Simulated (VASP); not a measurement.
# TiSn2Te3 (P-6m2) in VASP: a series of runs, part 2 of 2

VASP 6.6.1. The steps go on from the part before.

### 3 Single point, PBE

This run uses another cell than the first one, of 32.73 Å³/atom.

INCAR

```
SYSTEM = TiSn2Te3
PREC = Accurate ; ENCUT = 520
EDIFF = 1E-6 ; ISMEAR = 0
SIGMA = 0.1 ; LREAL = .False.
LASPH = .True. ; NELM = 60
ALGO = Normal ; ISIF = 2
LWAVE = .False. ; LCHARG = .False.
GGA = PE ; NBANDS = 38
```

KPOINTS

```
Automatic mesh
0
Gamma
  3 3 4
  0 0 0
```

POSCAR

```
TiSn2Te3
1.0
    5.8973433200      0.0000000000      0.0000000000
   -2.9486716600      5.1072491300      0.0000000000
    0.0000000000      0.0000000000      6.5201483900
Ti Sn Te
1 2 3
Direct
    0.3333333300      0.6666666700      0.0000000000
    0.0000000000      0.0000000000      0.5000000000
    0.3333333300      0.6666666700      0.5000000000
    0.6666666700      0.3333333300      0.5000000000
    0.0000000000      0.0000000000      0.0000000000
    0.6666666700      0.3333333300      0.0000000000
```

Potentials or basis: VASP PAW PBE potentials, release 64 (Ti_sv, Sn_d, Te).

Command:

```
> cat potpaw_PBE.64/Ti_sv/POTCAR potpaw_PBE.64/Sn_d/POTCAR potpaw_PBE.64/Te/POTCAR > POTCAR
> mpirun -np 1 vasp_std > vasp.out
```

OUTCAR:

```text
SYSTEM = TiSn2Te3
   PREC = Accurate
   ENCUT = 520
   EDIFF = 1E-6
   ISMEAR = 0
   LREAL = .False.
   LASPH = .True.
   NELM = 60
   ISIF = 2
   GGA = PE

 ion  position               nearest neighbor table
   1  0.333  0.667  0.000-   3 3.26   3 3.26
   2  0.000  0.000  0.500-   5 3.26   5 3.26   3 3.40   4 3.40   4 3.40   3 3.40   4 3.40   3 3.40

   3  0.333  0.667  0.500-   1 3.26   1 3.26   2 3.40   4 3.40   4 3.40   2 3.40   2 3.40   4 3.40

   4  0.667  0.333  0.500-   6 3.26   6 3.26   3 3.40   2 3.40   3 3.40   2 3.40   2 3.40   3 3.40

   5  0.000  0.000  0.000-   2 3.26   2 3.26   6 3.40   6 3.40   6 3.40
   6  0.667  0.333  0.000-   4 3.26   4 3.26   5 3.40   5 3.40   5 3.40

  LATTYP: Found a hexagonal cell.
 ALAT       =     5.8973433200
 C/A-ratio  =     1.1056077349

  Lattice vectors:

 A1 = (   5.8973433200,   0.0000000000,   0.0000000000)
 A2 = (  -2.9486716600,   5.1072491300,   0.0000000000)
 A3 = (   0.0000000000,   0.0000000000,   6.5201483900)

Analysis of symmetry for initial positions (statically):
=====================================================================
 Subroutine PRICEL returns:
 Original cell was already a primitive cell.

 Routine SETGRP: Setting up the symmetry group for a
 hexagonal supercell.

 Subroutine GETGRP returns: Found 12 space group operations
 (whereof 12 operations were pure point group operations)
 out of a pool of 24 trial point group operations.

The static configuration has the point symmetry D_3h.

Analysis of symmetry for dynamics (positions and initial velocities):
=====================================================================
 Subroutine PRICEL returns:
 Original cell was already a primitive cell.

 Routine SETGRP: Setting up the symmetry group for a
 hexagonal supercell.

 Subroutine GETGRP returns: Found 12 space group operations
 (whereof 12 operations were pure point group operations)
 out of a pool of 24 trial point group operations.
[... 114 lines left out ...]
  volume/ion in A,a.u.               =      32.73       220.87
  Fermi-wavevector in a.u.,A,eV,Ry     =   1.090228  2.060231 16.171834  1.188596
  Thomas-Fermi vector in A             =   2.226448
   LORBIT       =      0    0 simple, 1 ext, 2 COOP (PROOUT), +10 PAW based schemes
   GGA     = PE    functional components
   LHFCALC =     F    Hartree Fock is set to
   AEXX    =    0.0000 exact exchange contribution
   IVDW    =     0    specifies the selected vdW correction
   LEPSILON=     F    determine dielectric tensor
   LRPA    =     F    only Hartree local field effects (RPA)
 non-spin polarized calculation
 Gauss-broadening in eV      SIGMA  =   0.10
  energy-cutoff  :      520.00
  volume of cell :      196.38
 maximum number of plane-waves:      5312
 NGX is ok and might be reduce to    48
   NGX = 21   NGY = 21   NGZ = 25

 number of electron      58.0000006 magnetization

 Free energy of the ion-electron system (eV)
  ---------------------------------------------------
  ext. energy  EPLUGINS =         0.00000000
  ---------------------------------------------------
  free energy    TOTEN  =       -24.19895411 eV

  energy without entropy =      -24.17154047  energy(sigma->0) =      -24.18524729

 E-fermi :   5.8185     XC(G=0):  -9.2753

 val. band max:        5.7448390766   @ k =   0.3333   0.0000   0.2500
 cond. band min:       5.8195499781   @ k =   0.3333   0.0000   0.0000
 fundamental gap:      0.0747109015
 Fermi energy:         5.8184830918

 k-point     1 :       0.0000    0.0000    0.0000
  band No.  band energies     occupation
      1     -52.3039      2.00000
      2     -28.5841      2.00000
      3     -28.5841      2.00000
      4     -28.4239      2.00000
      5     -16.0685      2.00000
      6     -16.0467      2.00000
[... 358 lines left out ...]
     37       8.4058      0.00000
     38       8.8660      0.00000

------------------------ aborting loop because EDIFF is reached ----------------------------------------

  FORCE on cell =-STRESS in cart. coord.  units (eV):
  Direction    XX          YY          ZZ          XY          YZ          ZX
  --------------------------------------------------------------------------------------
  -------------------------------------------------------------------------------------
  Total       -7.8830498     -7.8830498     -8.8755140      0.0000000      0.0000000      0.0000000
  in kB      -64.3137623    -64.3137623    -72.4107693      0.0000000      0.0000000      0.0000000
  external PRESSURE =     -67.0127647 kB  Pullay stress =       0.0000000 kB

 VOLUME and BASIS-vectors are now :
 -----------------------------------------------------------------------------
  energy-cutoff  :      520.00
  volume of cell :      196.38
      direct lattice vectors                 reciprocal lattice vectors
     5.897343320  0.000000000  0.000000000     0.169567879  0.097900061  0.000000000
    -2.948671660  5.107249130  0.000000000     0.000000000  0.195800121  0.000000000
     0.000000000  0.000000000  6.520148390     0.000000000  0.000000000  0.153370743

 POSITION                                       TOTAL-FORCE (eV/Angst)
 -----------------------------------------------------------------------------------
     -0.00000      3.40483      0.00000         0.000000     -0.000000      0.000000
      0.00000      0.00000      3.26007        -0.000000      0.000000      0.000000
     -0.00000      3.40483      3.26007         0.000000      0.000000      0.000000
      2.94867      1.70242      3.26007        -0.000000      0.000000      0.000000
      0.00000      0.00000      0.00000        -0.000000      0.000000      0.000000
      2.94867      1.70242      0.00000        -0.000000      0.000000      0.000000
 -----------------------------------------------------------------------------------
    total drift:                                0.000061     -0.000035     -0.000000

  FREE ENERGIE OF THE ION-ELECTRON SYSTEM (eV)
  ---------------------------------------------------
  free  energy   TOTEN  =       -24.1989541139 eV

  energy  without entropy=      -24.1715404736  energy(sigma->0) =      -24.18524729
```

OSZICAR:

```text
N       E                     dE             d eps       ncg     rms          rms(c)
DAV:   1     0.554950723408E+03    0.55495E+03   -0.26723E+04   698   0.166E+03
DAV:   2     0.536504692549E+02   -0.50130E+03   -0.48888E+03   684   0.464E+02
DAV:   3    -0.220694089290E+02   -0.75720E+02   -0.73103E+02   996   0.159E+02
[... 11 lines left out ...]
DAV:  15    -0.241990714021E+02    0.91628E-04   -0.14590E-04   928   0.492E-02    0.117E-01
DAV:  16    -0.241989835917E+02    0.87810E-04   -0.11591E-04   864   0.353E-02    0.586E-02
DAV:  17    -0.241989597518E+02    0.23840E-04   -0.41072E-05   922   0.188E-02    0.259E-02
DAV:  18    -0.241989536818E+02    0.60700E-05   -0.20957E-05   748   0.136E-02    0.611E-03
DAV:  19    -0.241989541139E+02   -0.43204E-06   -0.57001E-06   608   0.566E-03
   1 F= -.24198954E+02 E0= -.24185247E+02  d E =-.274136E-01
```

stdout:

```text
POSCAR found type information on POSCAR TiSnTe
 POSCAR found :  3 types and       6 ions
 scaLAPACK will be used
 LDA part: xc-table for (Slater+PW92), standard interpolation
 POSCAR, INCAR and KPOINTS ok, starting setup
 FFT: planning ... GRIDC
 FFT: planning ... GRID_SOFT
 FFT: planning ... GRID
 WAVECAR not read
 entering main loop
```

It took 2.5 min on 1 thread of Intel Xeon 8259CL, shared host; peak memory 0.32 GiB.

What came out:

```yaml
Free_energy: -24.1990 eV
Pressure: -6.7 GPa
Band_gap_on_the_k_mesh: zero (bands 29 and 30 overlap by 1.20 eV)
```

Caveat: the k points lie up to 0.41 Å⁻¹ apart, too coarse for converged energies and pressures of a metal; spin-orbit coupling is left out, which moves the levels of the heavy elements.

### 4 Single point, PBE

This run uses another cell than the first one, of 27.56 Å³/atom.

INCAR

```
SYSTEM = TiSn2Te3
  PREC = Accurate
  ENCUT = 520
  EDIFF = 1E-7
  ISMEAR = 0
  SIGMA = 0.1
  LREAL = .False.
  LASPH = .True.
  NELM = 80
  ALGO = Normal
  ISIF = 2
  LWAVE = .False.
  LCHARG = .False.
  GGA = PE
  NBANDS = 38
```

KPOINTS

```
Automatic mesh
0
Gamma
  6 6 4
  0 0 0
```

POSCAR

```
TiSn2Te3
1.0
    5.6115983988      0.0000000000      0.0000000000
   -2.8057991994      4.8597867692      0.0000000000
    0.0000000000      0.0000000000      6.0631703628
Ti Sn Te
1 2 3
Direct
    0.3333333333      0.6666666667      0.0000000000
    0.0000000000      0.0000000000      0.5000000000
    0.3333333333      0.6666666667      0.5000000000
    0.6666666667      0.3333333333      0.5000000000
    0.0000000000      0.0000000000      0.0000000000
    0.6666666667      0.3333333333      0.0000000000
```

Command:

```
> cat potpaw_PBE.64/Ti_sv/POTCAR potpaw_PBE.64/Sn_d/POTCAR potpaw_PBE.64/Te/POTCAR > POTCAR
> mpirun -np 1 vasp_std > vasp.out
```

Run time: 3.2 min. Hardware: 1 thread of Intel Xeon 8259CL, shared host; peak memory 0.32 GiB.

Results (log left out):

| Item | Value |
| --- | --- |
| Free energy | -24.6844 eV |
| Pressure | 0.0 GPa |
| Band gap on the k mesh | zero (bands 29 and 30 overlap by 1.44 eV) |

Levels at points of the mesh, in eV from the Fermi level:
```csv
k point,band 26,band 27,band 28,band 29,band 30,band 31,band 32,band 33
"(0.00, 0.00, 0.00)",-2.19,-2.19,-0.42,-0.42,0.10,0.10,0.21,0.67
"(0.50, 0.00, 0.00)",-1.15,-0.85,-0.42,-0.05,0.44,0.48,0.99,1.28
"(0.00, 0.00, 0.50)",-2.17,-2.17,-1.55,-1.55,-1.07,0.30,0.66,0.66
"(0.50, 0.00, 0.50)",-1.32,-1.04,-0.60,-0.20,0.01,0.18,0.37,0.89
```

Caveat: spin-orbit coupling is left out, which moves the levels of the heavy elements.

### 5 Relaxation of cell and atoms, PBE

This run uses another cell than the first one, of 32.73 Å³/atom.

INCAR

```
  PREC = Accurate
  ENCUT = 600
  EDIFF = 1E-6
  ISMEAR = 0
  SIGMA = 0.1
  LREAL = False
  LASPH = True
  NELM = 60
  ALGO = Normal
  ISIF = 3
  LWAVE = False
  LCHARG = False
  GGA = PE
  IBRION = 2
  NSW = 90
  EDIFFG = -0.04
```

KPOINTS

```
regular mesh
0
Gamma
  3 3 4
```

POSCAR

```
TiSn2Te3
1.0
    5.8973433200      0.0000000000      0.0000000000
   -2.9486716600      5.1072491300      0.0000000000
    0.0000000000      0.0000000000      6.5201483900
Ti Sn Te
1 2 3
Direct
    0.3333333300      0.6666666700      0.0000000000
    0.0000000000      0.0000000000      0.5000000000
    0.3333333300      0.6666666700      0.5000000000
    0.6666666700      0.3333333300      0.5000000000
    0.0000000000      0.0000000000      0.0000000000
    0.6666666700      0.3333333300      0.0000000000
```

Command:

```
> cat potpaw_PBE.64/Ti_sv/POTCAR potpaw_PBE.64/Sn_d/POTCAR potpaw_PBE.64/Te/POTCAR > POTCAR
> mpirun -np 1 vasp_std > vasp.out
```

It took 8.9 min on 1 thread of Intel Xeon 8259CL, shared host; peak memory 0.38 GiB.

Results (log left out):

| Item | Value |
| --- | --- |
| Free energy | -25.0016 eV |
| Relaxed volume | 27.37 Å³/atom |
| Relaxed cell | a = 5.578 Å, b = 5.578 Å, c = 6.096 Å, α = 90.00°, β = 90.00°, γ = 120.00° |
| Space group after relaxing (to 0.1 Å) | P-6m2 (No. 187) |
| Energy gained by relaxing | 133.8 meV/atom |
| Ionic steps | 5 |
| Pressure after relaxing | -0.1 GPa |
| Band gap on the k mesh | zero (bands 29 and 30 overlap by 1.35 eV) |

Stress tensor (GPa, compression positive):
```
-0.13  0.00  0.00
 0.00 -0.13  0.00
 0.00  0.00  0.03
```

The path:
| step | energy change (eV) | largest force (eV/Å) | pressure (GPa) | volume (Å³) |
| --- | --- | --- | --- | --- |
| 1 | 0.0000 | 0.0000 | -6.68 | 196.38 |
| 2 | -0.7852 | 0.0000 | 1.46 | 160.08 |
| 3 | -0.8023 | 0.0000 | 0.01 | 163.95 |
| 4 | -0.8019 | 0.0000 | 0.23 | 163.34 |
| 5 | -0.8028 | 0.0000 | -0.07 | 164.24 |

Final structure:
```
Ti Sn Te
1.0
     5.57763    0.00000    0.00000
    -2.78881    4.83037    0.00000
     0.00000    0.00000    6.09620
Ti Sn Te
1 2 3
Direct
  0.33333 0.66667 0.00000
  0.00000 0.00000 0.50000
  0.33333 0.66667 0.50000
  0.66667 0.33333 0.50000
  0.00000 0.00000 0.00000
  0.66667 0.33333 0.00000
```

Levels at points of the mesh, in eV from the Fermi level:
| k point | band 26 | band 27 | band 28 | band 29 | band 30 | band 31 | band 32 | band 33 |
| --- | --- | --- | --- | --- | --- | --- | --- | --- |
| (0.00, 0.00, 0.00) | -2.28 | -2.28 | -0.53 | -0.53 | 0.09 | 0.09 | 0.24 | 0.72 |
| (0.00, 0.00, 0.50) | -2.19 | -2.19 | -1.65 | -1.65 | -1.04 | 0.21 | 0.64 | 0.64 |

Caveat: the k points lie up to 0.43 Å⁻¹ apart in the final cell, too coarse for converged energies and pressures of a metal; the volume moved by over 15 % at a fixed basis, so the end points are rough; spin-orbit coupling is left out, which moves the levels of the heavy elements.

### 6 Relaxation of cell and atoms, PBE

INCAR

```
ALGO = Normal ; EDIFF = 1E-7
EDIFFG = -0.04 ; ENCUT = 600
GGA = PE ; IBRION = 2
ISIF = 3 ; ISMEAR = 0
LASPH = True ; LCHARG = False
LREAL = False ; LWAVE = False
NELM = 60 ; NSW = 90
PREC = Accurate ; SIGMA = 0.1
```

KPOINTS

```
k-points
0
Gamma
  6 6 4
```

POSCAR

```
TiSn2Te3
1.0
    5.5764458141      0.0000000000      0.0000000000
   -2.7882229070      4.8293437378      0.0000000000
    0.0000000000      0.0000000000      6.1044708758
Ti Sn Te
1 2 3
Direct
    0.3333333333      0.6666666667      0.0000000000
    0.0000000000      0.0000000000      0.5000000000
    0.3333333333      0.6666666667      0.5000000000
    0.6666666667      0.3333333333      0.5000000000
    0.0000000000      0.0000000000      0.0000000000
    0.6666666667      0.3333333333      0.0000000000
```

Potentials or basis: VASP PAW PBE potentials, release 64 (Ti_sv, Sn_d, Te).

Command:

```
> cat potpaw_PBE.64/Ti_sv/POTCAR potpaw_PBE.64/Sn_d/POTCAR potpaw_PBE.64/Te/POTCAR > POTCAR
> mpirun -np 1 vasp_std > vasp.out
```

Wall time 7.9 min (1 thread of Intel Xeon 8259CL, shared host); peak memory 0.41 GiB.

The run converged. Its results:

| Quantity | Value |
| --- | --- |
| Free energy | -24.6843 eV |
| Relaxed volume | 27.58 Å³/atom |
| Relaxed cell | a = 5.617 Å, b = 5.617 Å, c = 6.056 Å, α = 90.00°, β = 90.00°, γ = 120.00° |
| Space group after relaxing (to 0.1 Å) | P-6m2 (No. 187) |
| Energy gained by relaxing | 1.5 meV/atom |
| Ionic steps | 2 |
| Pressure after relaxing | -0.1 GPa |
| Band gap on the k mesh | zero (bands 29 and 30 overlap by 1.45 eV) |

Stress tensor (GPa, compression positive):
```
-0.14  0.00  0.00
 0.00 -0.14  0.00
 0.00  0.00  0.11
```

The path:
```tsv
step	energy change (eV)	largest force (eV/Å)	pressure (GPa)	volume (Å³)
1	0.0000	0.0000	0.26	164.40
2	-0.0089	0.0000	-0.06	165.45
```

Final structure:
```
Ti Sn Te
1.0
     5.61651    0.00000    0.00000
    -2.80825    4.86404    0.00000
     0.00000    0.00000    6.05626
Ti Sn Te
1 2 3
Cartesian
  0.0000 3.2427 0.0000
  0.0000 0.0000 3.0281
  0.0000 3.2427 3.0281
  2.8083 1.6213 3.0281
  0.0000 0.0000 0.0000
  2.8083 1.6213 0.0000
```

Levels at points of the mesh, in eV from the Fermi level:
| k point | band 26 | band 27 | band 28 | band 29 | band 30 | band 31 | band 32 | band 33 |
| --- | --- | --- | --- | --- | --- | --- | --- | --- |
| (0.00, 0.00, 0.00) | -2.18 | -2.18 | -0.41 | -0.41 | 0.10 | 0.10 | 0.21 | 0.67 |
| (0.50, 0.00, 0.00) | -1.15 | -0.84 | -0.42 | -0.05 | 0.44 | 0.48 | 1.00 | 1.28 |
| (0.00, 0.00, 0.50) | -2.16 | -2.16 | -1.54 | -1.54 | -1.07 | 0.31 | 0.66 | 0.66 |
| (0.50, 0.00, 0.50) | -1.32 | -1.04 | -0.61 | -0.19 | 0.01 | 0.18 | 0.37 | 0.90 |

Caveat: spin-orbit coupling is left out, which moves the levels of the heavy elements.

### 7 The runs side by side

| task | cell | k mesh | cutoff (eV) | gap on the mesh (eV) | pressure (GPa) | relaxed volume (Å³/atom) |
| --- | --- | --- | --- | --- | --- | --- |
| single point | a = 5.576, b = 5.576, c = 6.104 Å, angles 90.0, 90.0, 120.0°, 6 atoms | 3 × 3 × 4 | 520 | none | -0.2 | - |
| single point | a = 5.897, b = 5.897, c = 6.520 Å, angles 90.0, 90.0, 120.0°, 6 atoms | 3 × 3 × 4 | 520 | none | -6.7 | - |
| single point | a = 5.612, b = 5.612, c = 6.063 Å, angles 90.0, 90.0, 120.0°, 6 atoms | 6 × 6 × 4 | 520 | none | 0.0 | - |
| relaxation of cell and atoms | relaxed from a = 5.897, b = 5.897, c = 6.520 Å, angles 90.0, 90.0, 120.0°, 6 atoms | 3 × 3 × 4 | 600 | none | -0.1 | 27.37 |
| relaxation of cell and atoms | relaxed from a = 5.576, b = 5.576, c = 6.104 Å, angles 90.0, 90.0, 120.0°, 6 atoms | 6 × 6 × 4 | 600 | none | -0.1 | 27.58 |

Alike in all rows: level PBE; potentials or basis VASP PAW PBE potentials, release 64 (Ti_sv, Sn_d, Te); no spin polarisation; smearing gaussian 0.1 eV.

Caveats: some runs use coarse meshes; spin-orbit coupling is left out, which moves the levels of the heavy elements; the volume moved by over 15 % at a fixed basis, so the end points are rough (at least some runs).

Absolute energies hang on the potentials; compare differences alone.

The gap in the log of VASP goes by the Fermi energy; the results here count the filled bands.